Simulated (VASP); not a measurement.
# MgC2 (P4_2/mnm) in VASP: notebook

MgC2 is run at these levels: PBE; tasks: single point.

Everything below comes from runs of VASP 6.6.1. Logs are shortened: lines on timing, memory, paths and dates and some standing lists are left out, and cuts for length are marked.

## (1) The cell of the first run

The structure is tetragonal, space group P4_2/mnm (No. 136). Conventional cell: a = 3.786 Å, b = 3.786 Å, c = 4.779 Å, α = 90.00°, β = 90.00°, γ = 90.00°. Mg (site symmetry mmm) has 6 C at 2.08 to 2.46 Å within 2.7 Å. C (site symmetry m2m) has 1 C at 1.20 Å within 1.6 Å.

## (2) Single point, PBE

INCAR reads:

```
SYSTEM = MgC2
PREC = Accurate
ENCUT = 520
EDIFF = 1E-6
ISMEAR = 0
SIGMA = 0.01
LREAL = .FALSE.
LASPH = .TRUE.
NELM = 80
ALGO = Normal
ISIF = 2
LWAVE = .FALSE.
LCHARG = .FALSE.
GGA = PE
NBANDS = 19
```

KPOINTS reads:

```
regular mesh
0
G
  4 4 4
  0 0 0
```

POSCAR reads:

```
MgC2
1.0
    3.7859662737      0.0000000000      0.0000000000
    0.0000000000      3.7859662737      0.0000000000
    0.0000000000      0.0000000000      4.7790474527
Mg C
2 4
Direct
    0.5000000000      0.5000000000      0.0000000000
    0.0000000000      0.0000000000      0.5000000000
    0.8876550000      0.8876550000      0.0000000000
    0.6123450000      0.3876550000      0.5000000000
    0.1123450000      0.1123450000      0.0000000000
    0.3876550000      0.6123450000      0.5000000000
```

Potentials or basis: VASP PAW PBE potentials, release 64 (Mg, C).

Run with:

```sh
> cat potpaw_PBE.64/Mg/POTCAR potpaw_PBE.64/C/POTCAR > POTCAR
> mpirun -np 1 vasp_std > vasp.out
```

OUTCAR:

```text
SYSTEM = MgC2
   PREC = Accurate
   ENCUT = 520
   EDIFF = 1E-6
   ISMEAR = 0
   LREAL = .FALSE.
   LASPH = .TRUE.
   NELM = 80
   ISIF = 2
   GGA = PE

 ion  position               nearest neighbor table
   1  0.500  0.500  0.000-   3 2.08   5 2.08   4 2.46   6 2.46   4 2.46   6 2.46   5 2.74   5 2.74
                             3 2.74   3 2.74   2 3.59   2 3.59   2 3.59   2 3.59   2 3.59   2 3.59
   2  0.000  0.000  0.500-   4 2.08   6 2.08   5 2.46   3 2.46   3 2.46   5 2.46   4 2.74   6 2.74
                             4 2.74   6 2.74   1 3.59   1 3.59   1 3.59   1 3.59   1 3.59   1 3.59
   3  0.888  0.888  0.000-   5 1.20   1 2.08   2 2.46   2 2.46   1 2.74   1 2.74
   4  0.612  0.388  0.500-   6 1.20   2 2.08   1 2.46   1 2.46   2 2.74   2 2.74
   5  0.112  0.112  0.000-   3 1.20   1 2.08   2 2.46   2 2.46   1 2.74   1 2.74
   6  0.388  0.612  0.500-   4 1.20   2 2.08   1 2.46   1 2.46   2 2.74   2 2.74

  LATTYP: Found a simple tetragonal cell.
 ALAT       =     3.7859662737
 C/A-ratio  =     1.2623058705

  Lattice vectors:

 A1 = (   3.7859662737,   0.0000000000,   0.0000000000)
 A2 = (   0.0000000000,   3.7859662737,   0.0000000000)
 A3 = (   0.0000000000,   0.0000000000,   4.7790474527)

Analysis of symmetry for initial positions (statically):
=====================================================================
 Subroutine PRICEL returns:
 Original cell was already a primitive cell.

 Routine SETGRP: Setting up the symmetry group for a
 simple tetragonal supercell.

 Subroutine GETGRP returns: Found 16 space group operations
 (whereof  8 operations were pure point group operations)
 out of a pool of 16 trial point group operations.

The static configuration has the point symmetry D_2h.
 The point group associated with its full space group is D_4h.

Analysis of symmetry for dynamics (positions and initial velocities):
=====================================================================
 Subroutine PRICEL returns:
 Original cell was already a primitive cell.

 Routine SETGRP: Setting up the symmetry group for a
 simple tetragonal supercell.

 Subroutine GETGRP returns: Found 16 space group operations
 (whereof  8 operations were pure point group operations)
 out of a pool of 16 trial point group operations.

The dynamic configuration has the point symmetry D_2h.
 The point group associated with its full space group is D_4h.

 Subroutine INISYM returns: Found 16 space group operations
 (whereof  8 operations are pure point group operations),
 and found     1 'primitive' translations

[... 97 lines left out ...]
   EDIFFG = 0.1E-04   stopping-criterion for IOM
   NSW    =      0    number of steps for IOM
   IBRION =     -1    ionic relax: 0-MD 1-quasi-New 2-CG
   NFREE  =      0    steps in history (QN), initial steepest desc. (CG)
   ISIF   =      2    stress and relaxation
   ISYM   =      2    0-nonsym 1-usesym 2-fastsym
   POTIM  = 0.5000    time-step for ionic-motion
   TEBEG  =    0.0;   TEEND  =   0.0 temperature during run
   PSTRESS=    0.0 pullay stress
   NELECT =      20.0000    total number of electrons
   NUPDOWN=      -1.0000    fix difference up-down
   EMIN   =  10.00;   EMAX   =-10.00  energy-range for DOS
   EFERMI =   0.00;   METHOD = LEGACY
   ISMEAR =     0;   SIGMA  =   0.01  broadening in eV -4-tet -1-fermi 0-gaus
   EFERMI_NEDOS =   21; number of points for ismear=-14 and -15
   IALGO  =     38    algorithm
   IMIX   =      4    mixing-type and parameters
     AMIX     =   0.40;   BMIX     =  1.00
     AMIX_MAG =   1.60;   BMIX_MAG =  1.00
  volume/ion in A,a.u.               =      11.42        77.04
  Fermi-wavevector in a.u.,A,eV,Ry     =   1.086059  2.052353 16.048386  1.179523
  Thomas-Fermi vector in A             =   2.222187
   LORBIT       =      0    0 simple, 1 ext, 2 COOP (PROOUT), +10 PAW based schemes
   GGA     = PE    functional components
   LHFCALC =     F    Hartree Fock is set to
   AEXX    =    0.0000 exact exchange contribution
   IVDW    =     0    specifies the selected vdW correction
   LEPSILON=     F    determine dielectric tensor
   LRPA    =     F    only Hartree local field effects (RPA)
 non-spin polarized calculation
 Gauss-broadening in eV      SIGMA  =   0.01
  energy-cutoff  :      520.00
  volume of cell :       68.50
 maximum number of plane-waves:      1868
   NGX = 15   NGY = 15   NGZ = 17

 number of electron      20.0000000 magnetization

 Free energy of the ion-electron system (eV)
  ---------------------------------------------------
  ext. energy  EPLUGINS =         0.00000000
  ---------------------------------------------------
  free energy    TOTEN  =       -36.90120734 eV

  energy without entropy =      -36.90120734  energy(sigma->0) =      -36.90120734

 E-fermi :   2.0203     XC(G=0): -10.0226

 val. band max:        1.9042462984   @ k =   0.5000   0.5000   0.5000
 cond. band min:       4.2921658278   @ k =   0.0000   0.0000   0.0000
 fundamental gap:      2.3879195294
 Fermi energy:         2.0202808803

 k-point     1 :       0.0000    0.0000    0.0000
  band No.  band energies     occupation
      1     -11.6143      2.00000
      2     -10.5257      2.00000
      3      -2.1212      2.00000
      4      -1.3647      2.00000
      5      -1.0590      2.00000
      6      -1.0590      2.00000
[... 373 lines left out ...]
      6      -1.2987      2.00000
[... 11 lines left out ...]
     18      13.1392      0.00000
     19      13.2967      0.00000

------------------------ aborting loop because EDIFF is reached ----------------------------------------

  FORCE on cell =-STRESS in cart. coord.  units (eV):
  Direction    XX          YY          ZZ          XY          YZ          ZX
  --------------------------------------------------------------------------------------
  -------------------------------------------------------------------------------------
  Total       10.0400962     10.0400962      3.6782535      0.0000000      0.0000000      0.0000000
  in kB      234.8300280    234.8300280     86.0314831      0.0000000      0.0000000      0.0000000
  external PRESSURE =     185.2305131 kB  Pullay stress =       0.0000000 kB

 VOLUME and BASIS-vectors are now :
 -----------------------------------------------------------------------------
  energy-cutoff  :      520.00
  volume of cell :       68.50
      direct lattice vectors                 reciprocal lattice vectors
     3.785966274  0.000000000  0.000000000     0.264133362  0.000000000  0.000000000
     0.000000000  3.785966274  0.000000000     0.000000000  0.264133362  0.000000000
     0.000000000  0.000000000  4.779047453     0.000000000  0.000000000  0.209246719

 POSITION                                       TOTAL-FORCE (eV/Angst)
 -----------------------------------------------------------------------------------
      1.89298      1.89298      0.00000        -0.000000     -0.000000      0.000000
      0.00000      0.00000      2.38952        -0.000000     -0.000000      0.000000
      3.36063      3.36063      0.00000        -2.757097     -2.757097      0.000000
      2.31832      1.46765      2.38952         2.757097     -2.757097      0.000000
      0.42533      0.42533      0.00000         2.757097      2.757097      0.000000
      1.46765      2.31832      2.38952        -2.757097      2.757097      0.000000
 -----------------------------------------------------------------------------------
    total drift:                                0.000000     -0.000000      0.000000

  FREE ENERGIE OF THE ION-ELECTRON SYSTEM (eV)
  ---------------------------------------------------
  free  energy   TOTEN  =       -36.9012073446 eV

  energy  without entropy=      -36.9012073446  energy(sigma->0) =      -36.90120734
```

OSZICAR:

```text
N       E                     dE             d eps       ncg     rms          rms(c)
DAV:   1     0.473176444330E+02    0.47318E+02   -0.84302E+03   684   0.895E+02
DAV:   2    -0.385685613766E+02   -0.85886E+02   -0.81448E+02   866   0.168E+02
DAV:   3    -0.434206463454E+02   -0.48521E+01   -0.48195E+01   841   0.395E+01
DAV:   4    -0.434626625094E+02   -0.42016E-01   -0.41996E-01   877   0.441E+00
DAV:   5    -0.434631052443E+02   -0.44273E-03   -0.44272E-03   851   0.435E-01    0.129E+01
DAV:   6    -0.375632653083E+02    0.58998E+01   -0.87650E+00   744   0.166E+01    0.607E+00
DAV:   7    -0.369072681561E+02    0.65600E+00   -0.33720E+00   818   0.106E+01    0.273E+00
DAV:   8    -0.369122805725E+02   -0.50124E-02   -0.21167E-01   790   0.249E+00    0.543E-01
DAV:   9    -0.369007480145E+02    0.11533E-01   -0.34836E-02   771   0.107E+00    0.210E-01
DAV:  10    -0.369011756512E+02   -0.42764E-03   -0.21603E-03   834   0.269E-01    0.528E-02
DAV:  11    -0.369012113184E+02   -0.35667E-04   -0.97006E-05   802   0.674E-02    0.219E-02
DAV:  12    -0.369012072800E+02    0.40384E-05   -0.53754E-06   841   0.149E-02    0.983E-03
DAV:  13    -0.369012073446E+02   -0.64609E-07   -0.45957E-06   791   0.133E-02
   1 F= -.36901207E+02 E0= -.36901207E+02  d E =-.592599E-62
```

Wall time 14 s (1 thread of Intel Xeon Platinum 8488C (Sapphire Rapids), shared host); peak memory 0.18 GiB.

Results:

| Property | Result |
| --- | --- |
| Free energy | -36.9012 eV |
| Pressure | 18.5 GPa |
| Largest force | 3.899 eV/Å |
| Band gap on the k mesh | 2.39 eV, indirect (least direct gap 2.87 eV) |

Forces in eV/Å, atoms in the order of the input:
```
Mg   0.000  0.000  0.000
Mg   0.000  0.000  0.000
C   -2.757 -2.757  0.000
C    2.757 -2.757  0.000
C    2.757  2.757  0.000
C   -2.757  2.757  0.000
```

Stress tensor (GPa, compression positive):
```
23.48  0.00  0.00
 0.00 23.48  0.00
 0.00  0.00  8.60
```

Levels at points of the mesh, in eV from the valence-band top:
```csv
k point,band 7,band 8,band 9,band 10,band 11,band 12,band 13,band 14
"(0.00, 0.00, 0.00)",-1.45,-0.61,-0.48,-0.48,2.39,5.45,5.85,5.85
"(0.50, 0.00, 0.00)",-1.80,-1.80,-0.39,-0.39,5.68,5.68,5.76,5.76
"(0.50, 0.50, 0.00)",-2.01,-2.01,-1.00,-1.00,3.88,3.88,7.37,7.37
"(0.00, 0.00, 0.50)",-1.00,-1.00,-0.43,-0.43,3.59,3.59,6.12,6.12
"(0.50, 0.00, 0.50)",-1.47,-1.47,-0.94,-0.94,4.27,4.27,6.89,6.89
"(0.50, 0.50, 0.50)",-2.95,-2.95,0.00,0.00,5.51,5.51,8.52,8.52
```

Caveat: forces of over 1 eV/Å act on the atoms, so gaps and moduli don't describe the material at rest.

(Part 1 of 2 ends here.)
